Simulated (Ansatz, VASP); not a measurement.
## Li2P in VASP and in Ansatz

Contents of INCAR:

```
SYSTEM = Li2P
PREC = Accurate
ENCUT = 520
EDIFF = 1E-6
ISMEAR = 0
SIGMA = 0.1
LREAL = .False.
LASPH = .True.
NELM = 60
ALGO = Normal
ISIF = 2
LWAVE = .False.
LCHARG = .True.
GGA = PE
LELF = .True.
LVHAR = .True.
NBANDS = 20
```

Contents of KPOINTS:

```
regular mesh
0
Gamma
  6 6 2
  0 0 0
```

POSCAR

```
Li2P
1.0
    3.5250000000      0.0000000000      0.0000000000
   -1.7625000000      3.0527395500      0.0000000000
    0.0000000000      0.0000000000     10.0788774100
Li P
4 2
Direct
    0.0000000000      0.0000000000      0.0000000000
    0.3333333300      0.6666666700      0.2881150900
    0.6666666700      0.3333333300      0.5000000000
    0.3333333300      0.6666666700      0.7118849100
    0.6666666700      0.3333333300      0.1440575500
    0.6666666700      0.3333333300      0.8559424500
```

Input for Ansatz:

```yaml
crystal:
  lattice:
    - [3.525, 0.0, 0.0]
    - [-1.7625, 3.05273955, 0.0]
    - [0.0, 0.0, 10.07887741]
  atoms:
    - { symbol: Li, position: [0.0, 0.0, 0.0] }
    - { symbol: Li, position: [0.33333333, 0.66666667, 0.28811509] }
    - { symbol: Li, position: [0.66666667, 0.33333333, 0.5] }
    - { symbol: Li, position: [0.33333333, 0.66666667, 0.71188491] }
    - { symbol: P, position: [0.66666667, 0.33333333, 0.14405755] }
    - { symbol: P, position: [0.66666667, 0.33333333, 0.85594245] }
basis:
  ecutwfc: 420
kpoints:
  mp_grid: { grid: [6, 6, 2] }
hamiltonian:
  xc: pbe
scf:
  occupations: { method: gaussian, width: 0.1 }
  lower_state_search: "off"
output:
  forces: true
  stress: true
  eigenvalues: true
```

Alike in both runs: task single point; functional PBE; k mesh 6 × 6 × 2; occupations gaussian, width 0.1 eV; no spin polarisation.

```csv
,VASP,Ansatz
version,VASP 6.6.1,Ansatz 0.2.0
potentials or method,"VASP PAW PBE potentials, release 64 (Li_sv, P), cutoff 520 eV","scalar-relativistic, plane waves, PAW"
valence electrons in the cell,22,22
```

```tsv
	VASP	Ansatz	Ansatz less VASP
gap on the k mesh at the Fermi level (eV)	none	none	-
rms of the force components (eV/Å)	0.234	0.233	-0.0012
```

Atom by atom the forces differ by 0.001 eV/Å (rms over components). A gap of «none» marks a metal or a gap that the smearing closes. With one functional, cell and mesh, what is left measures potentials, basis and numerics.

Noted on VASP's run: the cutoff is short for stress, so the pressure is rough.
